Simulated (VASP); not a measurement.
CaSe:

```xyz
2
Lattice="0.0000 2.9560 2.9560 2.9560 0.0000 2.9560 2.9560 2.9560 0.0000" Properties=species:S:1:pos:R:3 pbc="T T T"
Ca    0.0000    0.0000    0.0000
Se    2.9560    2.9560    2.9560
```

Base run:

| Item | Value |
| --- | --- |
| Program | VASP 6.6.1 |
| Functional | PBE |
| Potentials or basis | VASP PAW PBE potentials, release 64 (Ca_sv, Se) |
| Cutoff | 520 eV |
| k mesh | 7 × 7 × 7 |
| Occupations | fermi-dirac, width 0.02 eV |
| Spin | no spin polarisation |

Its results: band gap on the k mesh 2.08 eV, indirect (least direct gap 2.99 eV); pressure 1.3 GPa.

Problem. The run is repeated on the same cell with these changes: k mesh from 7 × 7 × 7 to 10 × 10 × 10. What comes out?

Solution. Band gap on the k mesh 2.02 eV, indirect (least direct gap 2.96 eV); pressure 1.3 GPa.

A k mesh can miss the band edges.
